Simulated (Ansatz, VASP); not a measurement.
# BN in VASP and in Ansatz

```
CELL_PARAMETERS angstrom
-0.01813 1.81300 1.81300
1.79487 0.00000 1.79487
1.81300 1.81300 -0.01813
ATOMIC_POSITIONS crystal
B 0.00000 0.00000 0.00000
N 0.75000 0.75000 0.75000
```

Change from the starting cell: strain -0.0200 x Voigt [0, 0, 0, 0, 1, 0], atoms carried along.

Alike in both runs: task single point; functional LDA; k mesh 12 × 12 × 12; occupations gaussian, width 0.05 eV; no spin polarisation.

|  | VASP | Ansatz |
| --- | --- | --- |
| version | VASP 6.6.1 | Ansatz 0.2.0 |
| potentials or method | VASP PAW LDA potentials, release 64 (B, N), cutoff 520 eV | scalar-relativistic, plane waves, PAW |
| valence electrons in the cell | 8 | 8 |

```tsv
	VASP	Ansatz	Ansatz less VASP
gap on the k mesh at the Fermi level (eV)	4.27	4.29	+0.017
least direct gap on the mesh (eV)	8.34	8.35	+0.014
pressure (GPa)	-13.2	-14.0	-0.84
traceless stress, the component that is largest in VASP (GPa)	8.74	8.68	-0.060
rms of the force components (eV/Å)	0.013	0.010	-0.0023
```

LDA's correlation is that of Perdew and Zunger in VASP and of Perdew and Wang (1992) in Ansatz. Atom by atom the forces differ by 0.002 eV/Å (rms over components).
